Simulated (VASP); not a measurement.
Write the native input for VASP 6.6.1 that does the following.

```
Task                   : single point
Functional             : PBE
Potentials or basis    : VASP PAW PBE potentials, release 64 (Ni)
Cutoff                 : 520 eV
k mesh                 : 19 × 19 × 1
Occupations            : fermi-dirac, width 0.05 eV
Spin                   : collinear spin, ferromagnetic start
Starting moments       : [1.0, 1.0, 1.0, 1.0, 1.0] μB
Dipole correction      : yes
Further INCAR settings : ALGO = Normal; EDIFF = 1e-06; NBANDS = 37
```

The structure of Ni lies in POSCAR:

```
Ni
1.0
    2.4880369585      0.0000000000      0.0000000000
   -1.2440184792      2.1547032116      0.0000000000
    0.0000000000      0.0000000000     24.1259000000
Ni
5
Direct
    0.8333333333      0.1666666667      0.3327548855
    0.1666666667      0.8333333333      0.4158399345
    0.5000000000      0.5000000000      0.5000001329
    0.8333333333      0.1666666667      0.5841601053
    0.1666666667      0.8333333333      0.6672449418
```

The input as run:

INCAR

```
  ALGO = Normal
  DIPOL = 0.5 0.5 0.500
  EDIFF = 1E-6
  ENCUT = 520
  GGA = PE
  IDIPOL = 3
  ISIF = 2
  ISMEAR = -1
  ISPIN = 2
  LASPH = T
  LCHARG = F
  LDIPOL = T
  LMAXMIX = 4
  LORBIT = 11
  LREAL = F
  LWAVE = F
  MAGMOM = 1 1 1 1 1
  NBANDS = 37
  NELM = 150
  PREC = Accurate
  SIGMA = 0.05
```

KPOINTS

```
k-points
0
Gamma
  19 19 1
```

Potentials or basis: VASP PAW PBE potentials, release 64 (Ni).

Launch:

```sh
$ cat potpaw_PBE.64/Ni/POTCAR > POTCAR
$ mpirun -np 1 vasp_std > vasp.out
```

It gave:

```json
{
 "Largest force": "0.006 eV/Å",
 "Net moment": "3.29 μB per cell",
 "Site moments": "Ni +0.68, +0.65 (each value once) μB",
 "Valence electrons inside the program's atomic spheres": "Ni 9.18, 9.31 (each value once)"
}
```

Wall time 31 min on 1 thread of Intel Xeon 8259CL (shared host), peak memory 0.46 GiB.
